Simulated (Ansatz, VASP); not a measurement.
## One calculation of CaPb, two programs

```
CELL_PARAMETERS angstrom
3.70038 0.00000 0.00000
0.00000 3.56664 0.00000
0.00000 0.00000 4.62751
ATOMIC_POSITIONS crystal
Ca 0.00000 0.00000 0.00000
Pb 0.50000 0.50000 0.50000
```

Change from the starting cell: strain +0.0375 x Voigt [1, 0, 0, 0, 0, 0], atoms carried along.

Alike in both runs: task single point; functional LDA; k mesh 14 × 14 × 10; occupations gaussian, width 0.15 eV; no spin polarisation.

|  | VASP | Ansatz |
| --- | --- | --- |
| version | VASP 6.6.1 | Ansatz 0.2.0 |
| potentials or method | VASP PAW LDA potentials, release 64 (Ca_sv, Pb_d), cutoff 520 eV | scalar-relativistic, plane waves, PAW |
| valence electrons in the cell | 24 | 24 |

Ansatz gave:

```
gap on the k mesh at the Fermi level (eV)                     : none
pressure (GPa)                                                : -3.8
traceless stress, the component that is largest in VASP (GPa) : 0.96
```

Estimate VASP's values.

gap on the k mesh at the Fermi level (eV): none; pressure (GPa): -3.8; traceless stress, the component that is largest in VASP (GPa): 0.95.

LDA's correlation is that of Perdew and Zunger in VASP and of Perdew and Wang (1992) in Ansatz. A gap of «none» marks a metal or a gap that the smearing closes.

Neither program's run includes spin-orbit coupling.
